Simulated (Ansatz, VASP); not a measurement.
## One calculation of CaH5, two programs

```
CELL_PARAMETERS angstrom
3.69260 -2.61979 0.20138
3.69260 2.61979 0.20138
-1.47038 0.00000 2.75825
ATOMIC_POSITIONS crystal
Ca 0.65768 0.34232 0.00000
H 0.64260 0.97574 0.30906
H 0.02426 0.35740 0.69094
H 0.19770 0.80238 0.33489
H 0.19762 0.80230 0.66511
H 0.19282 0.80718 0.00000
```

Alike in both runs: functional PBE; k mesh 4 × 4 × 6; occupations gaussian, width 0.1 eV; no spin polarisation.

Ansatz relaxed the structure, and its values are those at the end. VASP's run is a single point on that final structure, the one shown.

```csv
,VASP,Ansatz
version,VASP 6.6.1,Ansatz 0.2.0
potentials or method,"VASP PAW PBE potentials, release 64 (Ca_sv, H), cutoff 520 eV","scalar-relativistic, plane waves, PAW"
valence electrons in the cell,15,15
```

|  | VASP | Ansatz | Ansatz less VASP |
| --- | --- | --- | --- |
| gap on the k mesh at the Fermi level (eV) | none | none | - |
| pressure (GPa) | -0.3 | -0.2 | +0.08 |
| rms of the force components (eV/Å) | 0.009 | 0.013 | +0.0034 |

A gap of «none» marks a metal or a gap that the smearing closes.

The k mesh is coarse, so the values compare programs but aren't converged.
